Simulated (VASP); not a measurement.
Crystal: BaF2 (Frankdicksonite).

```xyz
3
Lattice="0.0000 3.0972 3.0972 3.0972 0.0000 3.0972 3.0972 3.0972 0.0000" Properties=species:S:1:pos:R:3 pbc="T T T"
Ba    0.0000    0.0000    0.0000
F     1.5486    1.5486    1.5486
F     4.6457    4.6457    4.6457
```

Base run:

| Quantity | Value |
| --- | --- |
| Program | VASP 6.6.1 |
| Functional | PBE |
| Potentials or basis | VASP PAW PBE potentials, release 64 (Ba_sv, F) |
| Cutoff | 600 eV |
| k mesh | 6 × 6 × 6 |
| Occupations | gaussian, width 0.01 eV |
| Spin | no spin polarisation |

Its results: band gap on the k mesh 6.79 eV, indirect (least direct gap 6.86 eV); pressure 2.5 GPa.

**Question.** The run is repeated on the same cell with these changes: functional from PBE to r2SCAN; cutoff from 600 eV to 660 eV. What comes out?

**Answer.** Band gap on the k mesh 7.36 eV, indirect (least direct gap 7.43 eV); pressure 0.9 GPa.

r2SCAN gives the wider gap, since meta-GGAs in the generalised Kohn-Sham scheme recover part of the derivative discontinuity.

Caveats: spin-orbit coupling is left out, which moves the levels of the heavy elements; the PAW data sets were made with another functional, which shifts forces and pressure a little (some runs).

A k mesh can miss the band edges.
